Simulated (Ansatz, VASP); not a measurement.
# One calculation of YbHf3S2, two programs

```
Yb Hf S
1.0
     6.53245    0.00000    0.00000
    -3.26623    5.65727    0.00000
     0.00000    0.00000    3.46812
Yb Hf S
1 3 2
Direct
  0.00000 0.00000 0.00000
  0.50000 0.00000 0.50000
  0.50000 0.50000 0.50000
  0.00000 0.50000 0.50000
  0.33333 0.66667 0.00000
  0.66667 0.33333 0.00000
```

Change from the starting cell: species swapped into the ErB2Rh3 type (P6/mmm, No. 191).

Alike in both runs: functional PBE; k mesh 6 × 6 × 10; occupations gaussian, width 0.1 eV; no spin polarisation.

Ansatz relaxed the structure, and its values are those at the end. VASP's run is a single point on that final structure, the one shown.

```csv
,VASP,Ansatz
version,VASP 6.6.1,Ansatz 0.2.0
potentials or method,"VASP PAW PBE potentials, release 64 (Yb, Hf_pv, S), cutoff 520 eV","scalar-relativistic, plane waves, PAW"
valence electrons in the cell,66,114
```

```tsv
	VASP	Ansatz	Ansatz less VASP
gap on the k mesh at the Fermi level (eV)	none	none	-
pressure (GPa)	-0.5	0.0	+0.49
```

A gap of «none» marks a metal or a gap that the smearing closes. The functional is the same, so the differences come from potentials, cutoffs and numerics. VASP's potentials hold 66 valence electrons a cell and Ansatz's 114, so a difference there can come from the potentials and not from the codes.

Spin-orbit coupling is off throughout.
